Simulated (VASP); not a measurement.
Input of a VASP 6.6.1 run:

File INCAR:

```
SYSTEM = AlN
PREC = Accurate ; ENCUT = 520
EDIFF = 1E-6 ; ISMEAR = 0
SIGMA = 0.05 ; LREAL = .FALSE.
LASPH = .TRUE. ; NELM = 100
ALGO = Normal ; ISIF = 2
LWAVE = .FALSE. ; LCHARG = .FALSE.
GGA = PE ; NBANDS = 26
```

KPOINTS

```
Automatic mesh
0
G
  6 6 6
  0 0 0
```

The input POSCAR:

```
AlN
1.0
    4.4025164325      0.0000000000      0.0000000000
    0.0000000000     -4.4025164325      0.0000000000
    0.0000000000      0.0000000000     -4.4025164325
Al N
4 4
Direct
   -0.0607121785     -0.0286199954     -0.0607121785
    0.5000000000      0.5000000000      0.0000000000
    0.5000000000      0.0000000000      0.5000000000
    0.0000000000      0.5000000000      0.5000000000
    0.7500000000      0.7500000000      0.7500000000
    0.2500000000      0.2500000000      0.7500000000
    0.2500000000      0.7500000000      0.2500000000
    0.7500000000      0.2500000000      0.2500000000
```

Potentials or basis: VASP PAW PBE potentials, release 64 (Al, N).

Run with:

```console
$ cat potpaw_PBE.64/Al/POTCAR potpaw_PBE.64/N/POTCAR > POTCAR
$ mpirun -np 1 vasp_std > vasp.out
```

(1) What does it give for the pressure?

(2) Predict the largest force.

(3) Predict the band gap on the k mesh.

Answers

(1) 7.9 GPa.

(2) 15.248 eV/Å.

(3) 2.02 eV (least direct gap 2.03 eV).

Caveat: the cell differs from its parent crystal (atom 1 (Al) moved by -0.378 Å along [1 1 0] and +0.126 Å along [0 0 1]); the cell stands under pressure; forces of over 1 eV/Å act on the atoms, so gaps and moduli don't describe the material at rest.
